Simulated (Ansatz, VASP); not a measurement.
# One calculation of MoS2, two programs

```
Mo S
1.0
     3.16900    0.00000    0.00000
    -1.58450    2.74443    0.00000
     0.00000    0.00000   12.32400
Mo S
2 4
Direct
  0.66667 0.33333 0.75000
  0.33333 0.66667 0.25000
  0.66667 0.33333 0.37700
  0.33333 0.66667 0.87700
  0.66667 0.33333 0.12300
  0.33333 0.66667 0.62300
```

Alike in both runs: task single point; functional PBE; dispersion D3(BJ); k mesh 7 × 7 × 3; occupations tetrahedron; non-collinear spin, spin-orbit coupling.

|  | VASP | Ansatz |
| --- | --- | --- |
| version | VASP 6.6.1 | Ansatz 0.2.0 |
| potentials or method | VASP PAW PBE potentials, release 64 (Mo_sv, S) | Ansatz PAW |
| plane-wave cutoff (eV) | 520 | 420 |
| valence electrons in the cell | 52 | 52 |

Ansatz gave:

```
pressure (GPa)                                                : -1.9
traceless stress, the component that is largest in VASP (GPa) : 0.28
rms of the force components (eV/Å)                            : 0.029
net moment per atom (μB)                                      : 0.00
```

Question: What did VASP give for the same quantities?

Answer: Pressure (GPa): -2.0; traceless stress, the component that is largest in VASP (GPa): 0.24; rms of the force components (eV/Å): 0.034; net moment per atom (μB): 0.00.

Atom by atom the forces differ by 0.005 eV/Å (rms over components).

Noted on Ansatz's run: odd divisions of the mesh miss points on the zone boundary, where band edges often lie, so the gap on the mesh can be too wide.
